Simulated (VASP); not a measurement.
# HfNbTe4 (P-6m2) in VASP: notebook

Runs on HfNbTe4. Level: PBE. Tasks: single point.

All numbers are computed with VASP 6.6.1; they aren't measurements. Logs are shortened: lines on timing, memory, paths and dates and some standing lists are left out, and cuts for length are marked.

## (1) The cell of the first run

It takes space group P-6m2 (No. 187, hexagonal). The conventional cell has a = 6.243 Å, b = 6.243 Å, c = 4.913 Å, α = 90.00°, β = 90.00°, γ = 120.00°. Hf (site symmetry -6m2) has 3 Nb at 3.60 Å and 15 Te at 3.60 to 3.97 Å within 4.7 Å. Nb (site symmetry -6m2) has 9 Te at 2.99 to 3.60 Å and 3 Hf at 3.60 Å within 3.9 Å. Within 4.1 Å of Te (site symmetry -6m2) lie 6 Te at 3.10 Å and 3 Nb at 3.60 Å and 3 Hf at 3.60 Å. Within 4.0 Å of Te (site symmetry mm2) lie 6 Te at 2.97 to 3.28 Å and 2 Nb at 2.99 Å and 4 Hf at 3.97 Å.

The cell was generated, and may not be a known phase.

## (2) Single point, PBE

INCAR reads:

```
SYSTEM = HfNbTe4
PREC = Accurate
ENCUT = 500
EDIFF = 1E-6
ISMEAR = 0
SIGMA = 0.1
LREAL = .False.
LASPH = .True.
NELM = 120
ALGO = Normal
ISIF = 2
LWAVE = .False.
LCHARG = .False.
GGA = PE
NBANDS = 32
GGA_COMPAT = .False.
```

KPOINTS reads:

```
Automatic mesh
0
Gamma
  3 3 4
  0 0 0
```

POSCAR reads:

```
HfNbTe4
1.0
    6.2427263682     -0.0000000029      0.0000000000
   -3.1213631816      5.4063596252      0.0000000000
    0.0000000000      0.0000000000      4.9127313508
Hf Nb Te
1 1 4
Direct
    0.0000000000      0.0000000000      0.0000000000
    0.3333333333      0.6666666667      0.0000000000
    0.6666666667      0.3333333333      0.0000000000
    0.0164704742      0.5082352371      0.5000000000
    0.4917647629      0.5082352371      0.5000000000
    0.4917647629      0.9835295258      0.5000000000
```

Potentials or basis: VASP PAW PBE potentials, release 64 (Hf_pv, Nb_sv, Te).

The run is started by

```
> cat potpaw_PBE.64/Hf_pv/POTCAR potpaw_PBE.64/Nb_sv/POTCAR potpaw_PBE.64/Te/POTCAR > POTCAR
> mpirun -np 1 vasp_std > vasp.out
```

OUTCAR:

```text
SYSTEM = HfNbTe4
   PREC = Accurate
   ENCUT = 500
   EDIFF = 1E-6
   ISMEAR = 0
   LREAL = .False.
   LASPH = .True.
   NELM = 120
   ISIF = 2
   GGA = PE

 ion  position               nearest neighbor table
   1  0.000  0.000  0.000-   3 3.60   3 3.60   3 3.60
   2  0.333  0.667  0.000-   4 2.99   4 2.99   6 2.99   6 2.99   5 2.99   5 2.99
   3  0.667  0.333  0.000-   4 3.10   4 3.10   6 3.10   6 3.10   5 3.10   5 3.10   1 3.60   1 3.60
                             1 3.60
   4  0.016  0.508  0.500-   5 2.97   6 2.97   2 2.99   2 2.99   3 3.10   3 3.10   5 3.28   6 3.28

   5  0.492  0.508  0.500-   4 2.97   6 2.97   2 2.99   2 2.99   3 3.10   3 3.10   4 3.28   6 3.28

   6  0.492  0.984  0.500-   4 2.97   5 2.97   2 2.99   2 2.99   3 3.10   3 3.10   4 3.28   5 3.28

  LATTYP: Found a hexagonal cell.
 ALAT       =     6.2427263682
 C/A-ratio  =     0.7869528570

  Lattice vectors:

 A1 = (   6.2427263682,  -0.0000000029,   0.0000000000)
 A2 = (  -3.1213631816,   5.4063596252,   0.0000000000)
 A3 = (   0.0000000000,   0.0000000000,   4.9127313508)

Analysis of symmetry for initial positions (statically):
=====================================================================
 Subroutine PRICEL returns:
 Original cell was already a primitive cell.

 Routine SETGRP: Setting up the symmetry group for a
 hexagonal supercell.

 Subroutine GETGRP returns: Found 12 space group operations
 (whereof 12 operations were pure point group operations)
 out of a pool of 24 trial point group operations.

The static configuration has the point symmetry D_3h.

Analysis of symmetry for dynamics (positions and initial velocities):
=====================================================================
 Subroutine PRICEL returns:
 Original cell was already a primitive cell.

 Routine SETGRP: Setting up the symmetry group for a
 hexagonal supercell.

 Subroutine GETGRP returns: Found 12 space group operations
 (whereof 12 operations were pure point group operations)
 out of a pool of 24 trial point group operations.

The dynamic configuration has the point symmetry D_3h.

 Subroutine INISYM returns: Found 12 space group operations
 (whereof 12 operations are pure point group operations),
 and found     1 'primitive' translations

----------------------------------------------------------------------------------------

                                     Primitive cell

  volume of cell :     165.8068

  direct lattice vectors                    reciprocal lattice vectors
     6.242726368 -0.000000003  0.000000000     0.160186422  0.092483674  0.000000000
    -3.121363182  5.406359625  0.000000000     0.000000000  0.184967348  0.000000000
     0.000000000  0.000000000  4.912731351     0.000000000  0.000000000  0.203552755

  length of vectors
     6.242726368  6.242726368  4.912731351     0.184967348  0.184967348  0.203552755

  position of ions in fractional coordinates (direct lattice)
     0.000000000  0.000000000  0.000000000
     0.333333333  0.666666667  0.000000000
     0.666666667  0.333333333  0.000000000
     0.016470474  0.508235237  0.500000000
     0.491764763  0.508235237  0.500000000
     0.491764763  0.983529526  0.500000000

  ion indices of the primitive-cell ions
   primitive index   ion index
                 1           1
                 2           2
                 3           3
                 4           4
                 5           5
                 6           6

----------------------------------------------------------------------------------------

 KPOINTS: Automatic mesh

Automatic generation of k-mesh.
 Grid dimensions read from file:
 generate k-points for:    3    3    4

 Generating k-lattice:

  Cartesian coordinates                     Fractional coordinates (reciprocal lattice)
     0.053395474  0.030827891  0.000000000     0.333333333  0.000000000  0.000000000
     0.000000000  0.061655783  0.000000000     0.000000000  0.333333333  0.000000000
     0.000000000  0.000000000  0.050888189     0.000000000  0.000000000  0.250000000

  Length of vectors
     0.061655783  0.061655783  0.050888189

  Shift w.r.t. Gamma in fractional coordinates (k-lattice)
     0.000000000  0.000000000  0.000000000

 Subroutine IBZKPT returns following result:
 ===========================================

 Found      9 irreducible k-points:

 Following reciprocal coordinates:
            Coordinates               Weight
  0.000000  0.000000  0.000000      1.000000
  0.333333 -0.000000  0.000000      6.000000
  0.333333  0.333333  0.000000      2.000000
  0.000000  0.000000  0.250000      2.000000
  0.333333 -0.000000  0.250000     12.000000
  0.333333  0.333333  0.250000      4.000000
  0.000000  0.000000  0.500000      1.000000
  0.333333 -0.000000  0.500000      6.000000
  0.333333  0.333333  0.500000      2.000000
   k-points           NKPTS =      9   k-points in BZ     NKDIM =      9   number of bands    NBANDS=     32
   number of dos      NEDOS =    301   number of ions     NIONS =      6
   total plane-waves  NPLWV =  82944
   dimension x,y,z NGX =    48 NGY =   48 NGZ =   36
   dimension x,y,z NGXF=    96 NGYF=   96 NGZF=   72
   ions per type =               1   1   4
   NGX,Y,Z   is equivalent  to a cutoff of  12.78, 12.78, 12.18 a.u.
   NGXF,Y,Z  is equivalent  to a cutoff of  25.57, 25.57, 24.36 a.u.
 SYSTEM =  HfNbTe4
   PREC   = accura    normal or accurate (medium, high low for compatibility)
   ISTART =      0    job   : 0-new  1-cont  2-samecut
   ICHARG =      2    charge: 1-file 2-atom 10-const
   ISPIN  =      1    spin polarized calculation?
   LNONCOLLINEAR =      F non collinear calculations
   LSORBIT =      F    spin-orbit coupling
   LASPH  =      T    aspherical Exc in radial PAW
   ENCUT  =  500.0 eV  36.75 Ry    6.06 a.u.  11.38 11.38  8.96*2*pi/ulx,y,z
   NELM   =    120;   NELMIN=  2; NELMDL= -5     # of ELM steps
   EDIFF  = 0.1E-05   stopping-criterion for ELM
   LREAL  =      F    real-space projection
   EDIFFG = 0.1E-04   stopping-criterion for IOM
   NSW    =      0    number of steps for IOM
   IBRION =     -1    ionic relax: 0-MD 1-quasi-New 2-CG
   NFREE  =      0    steps in history (QN), initial steepest desc. (CG)
   ISIF   =      2    stress and relaxation
   ISYM   =      2    0-nonsym 1-usesym 2-fastsym
   POTIM  = 0.5000    time-step for ionic-motion
   TEBEG  =    0.0;   TEEND  =   0.0 temperature during run
   PSTRESS=    0.0 pullay stress
   NELECT =      47.0000    total number of electrons
   NUPDOWN=      -1.0000    fix difference up-down
   EMIN   =  10.00;   EMAX   =-10.00  energy-range for DOS
   EFERMI =   0.00;   METHOD = LEGACY
   ISMEAR =     0;   SIGMA  =   0.10  broadening in eV -4-tet -1-fermi 0-gaus
   EFERMI_NEDOS =   21; number of points for ismear=-14 and -15
   IALGO  =     38    algorithm
   IMIX   =      4    mixing-type and parameters
     AMIX     =   0.40;   BMIX     =  1.00
     AMIX_MAG =   1.60;   BMIX_MAG =  1.00
  volume/ion in A,a.u.               =      27.63       186.49
  Fermi-wavevector in a.u.,A,eV,Ry     =   1.075408  2.032227 15.735178  1.156503
  Thomas-Fermi vector in A             =   2.211264
   LORBIT       =      0    0 simple, 1 ext, 2 COOP (PROOUT), +10 PAW based schemes
   GGA     = PE    functional components
   LHFCALC =     F    Hartree Fock is set to
   AEXX    =    0.0000 exact exchange contribution
   IVDW    =     0    specifies the selected vdW correction
   LEPSILON=     F    determine dielectric tensor
   LRPA    =     F    only Hartree local field effects (RPA)
 non-spin polarized calculation
 Gauss-broadening in eV      SIGMA  =   0.10
  energy-cutoff  :      500.00
  volume of cell :      165.81
 maximum number of plane-waves:      4254
 NGX is ok and might be reduce to    48
   NGX = 23   NGY = 23   NGZ = 17

 number of electron      46.9999996 magnetization

 Free energy of the ion-electron system (eV)
  ---------------------------------------------------
  ext. energy  EPLUGINS =         0.00000000
  ---------------------------------------------------
  free energy    TOTEN  =       -28.01116275 eV

  energy without entropy =      -27.95998031  energy(sigma->0) =      -27.98557153

 E-fermi :   7.6583     XC(G=0): -10.1689

 val. band max:        7.6561511340   @ k =   0.3333  -0.0000   0.0000
 cond. band min:       7.6744974021   @ k =   0.0000   0.0000   0.0000
 fundamental gap:      0.0183462681
 Fermi energy:         7.6583353493

 k-point     1 :       0.0000    0.0000    0.0000
  band No.  band energies     occupation
      1     -47.6947      2.00000
      2     -25.1336      2.00000
      3     -24.9015      2.00000
      4     -24.9015      2.00000
      5     -23.7927      2.00000
      6     -23.7193      2.00000
[... 24 lines left out ...]
     31       9.9486      0.00000
     32       9.9487      0.00000

 k-point     2 :       0.3333   -0.0000    0.0000
  band No.  band energies     occupation
      1     -47.6947      2.00000
      2     -25.1336      2.00000
      3     -24.9017      2.00000
      4     -24.9011      2.00000
      5     -23.7928      2.00000
      6     -23.7199      2.00000
[... 24 lines left out ...]
     31       9.7395      0.00000
     32       9.7744      0.00000

 k-point     3 :       0.3333    0.3333    0.0000
  band No.  band energies     occupation
      1     -47.6947      2.00000
      2     -25.1335      2.00000
      3     -24.9020      2.00000
      4     -24.9007      2.00000
      5     -23.7928      2.00000
      6     -23.7203      2.00000
[... 24 lines left out ...]
     31       9.6678      0.00000
     32       9.7676      0.00000

 k-point     4 :       0.0000    0.0000    0.2500
  band No.  band energies     occupation
      1     -47.6947      2.00000
      2     -25.1344      2.00000
      3     -24.9014      2.00000
      4     -24.9014      2.00000
      5     -23.7974      2.00000
      6     -23.7189      2.00000
[... 24 lines left out ...]
     31       9.6823      0.00000
     32       9.7602      0.00000

 k-point     5 :       0.3333   -0.0000    0.2500
  band No.  band energies     occupation
      1     -47.6947      2.00000
      2     -25.1344      2.00000
      3     -24.9016      2.00000
      4     -24.9010      2.00000
      5     -23.7974      2.00000
      6     -23.7195      2.00000
[... 24 lines left out ...]
     31       9.5382      0.00000
     32       9.6032      0.00000

 k-point     6 :       0.3333    0.3333    0.2500
  band No.  band energies     occupation
      1     -47.6947      2.00000
      2     -25.1344      2.00000
      3     -24.9019      2.00000
      4     -24.9007      2.00000
      5     -23.7974      2.00000
      6     -23.7199      2.00000
[... 24 lines left out ...]
     31       9.7850      0.00000
     32       9.9826      0.00000

 k-point     7 :       0.0000    0.0000    0.5000
  band No.  band energies     occupation
      1     -47.6946      2.00000
      2     -25.1353      2.00000
      3     -24.9013      2.00000
      4     -24.9013      2.00000
      5     -23.8020      2.00000
      6     -23.7184      2.00000
[... 24 lines left out ...]
     31       9.5841      0.00000
     32       9.6475      0.00000

 k-point     8 :       0.3333   -0.0000    0.5000
  band No.  band energies     occupation
      1     -47.6946      2.00000
      2     -25.1352      2.00000
      3     -24.9015      2.00000
      4     -24.9010      2.00000
      5     -23.8020      2.00000
      6     -23.7191      2.00000
[... 24 lines left out ...]
     31       9.6911      0.00000
     32       9.9620      0.00000

 k-point     9 :       0.3333    0.3333    0.5000
  band No.  band energies     occupation
      1     -47.6946      2.00000
      2     -25.1352      2.00000
      3     -24.9018      2.00000
      4     -24.9006      2.00000
      5     -23.8020      2.00000
      6     -23.7194      2.00000
[... 24 lines left out ...]
     31       9.6973      0.00000
     32      10.0741      0.00000

------------------------ aborting loop because EDIFF is reached ----------------------------------------

  FORCE on cell =-STRESS in cart. coord.  units (eV):
  Direction    XX          YY          ZZ          XY          YZ          ZX
  --------------------------------------------------------------------------------------
  -------------------------------------------------------------------------------------
  Total       -0.1291040     -0.1291040     -0.1300191      0.0000000      0.0000000      0.0000000
  in kB       -1.2475218     -1.2475218     -1.2563635      0.0000000      0.0000000      0.0000000
  external PRESSURE =      -1.2504690 kB  Pullay stress =       0.0000000 kB

 VOLUME and BASIS-vectors are now :
 -----------------------------------------------------------------------------
  energy-cutoff  :      500.00
  volume of cell :      165.81
      direct lattice vectors                 reciprocal lattice vectors
     6.242726368 -0.000000003  0.000000000     0.160186422  0.092483674  0.000000000
    -3.121363182  5.406359625  0.000000000     0.000000000  0.184967348  0.000000000
     0.000000000  0.000000000  4.912731351     0.000000000  0.000000000  0.203552755

 POSITION                                       TOTAL-FORCE (eV/Angst)
 -----------------------------------------------------------------------------------
      0.00000      0.00000      0.00000        -0.000000      0.000000      0.000000
      0.00000      3.60424      0.00000        -0.000000      0.000000      0.000000
      3.12136      1.80212      0.00000        -0.000000      0.000000      0.000000
     -1.48357      2.74770      2.45637        -0.009899     -0.005715      0.000000
      1.48357      2.74770      2.45637         0.009899     -0.005715      0.000000
      0.00000      5.31731      2.45637         0.000000      0.011431     -0.000000
 -----------------------------------------------------------------------------------
    total drift:                                0.000001     -0.000000     -0.000000

  FREE ENERGIE OF THE ION-ELECTRON SYSTEM (eV)
  ---------------------------------------------------
  free  energy   TOTEN  =       -28.0111627460 eV

  energy  without entropy=      -27.9599803054  energy(sigma->0) =      -27.98557153
```

It took 3.6 min on 1 thread of Intel Xeon 8259CL, shared host; peak memory 0.29 GiB.

What came out:

| Quantity | Value |
| --- | --- |
| Free energy | -28.0112 eV |
| Pressure | -0.1 GPa |
| Largest force | 0.011 eV/Å |
| Band gap on the k mesh | zero (an odd number of electrons rules out a gap without spin polarisation) |

Forces in eV/Å, atoms in the order of the input:
```
Hf   0.000  0.000  0.000
Nb   0.000  0.000  0.000
Te   0.000  0.000  0.000
Te  -0.010 -0.006  0.000
Te   0.010 -0.006  0.000
Te   0.000  0.011  0.000
```

Caveat: the k points lie up to 0.39 Å⁻¹ apart, too coarse for converged energies and pressures of a metal; spin-orbit coupling is left out, which moves the levels of the heavy elements; an odd number of electrons without spin polarisation forces a metal; a magnetic or distorted state may lie lower.

(Part 1 of 2 ends here.)

The gap in the log of VASP goes by the Fermi energy; the results here count the filled bands.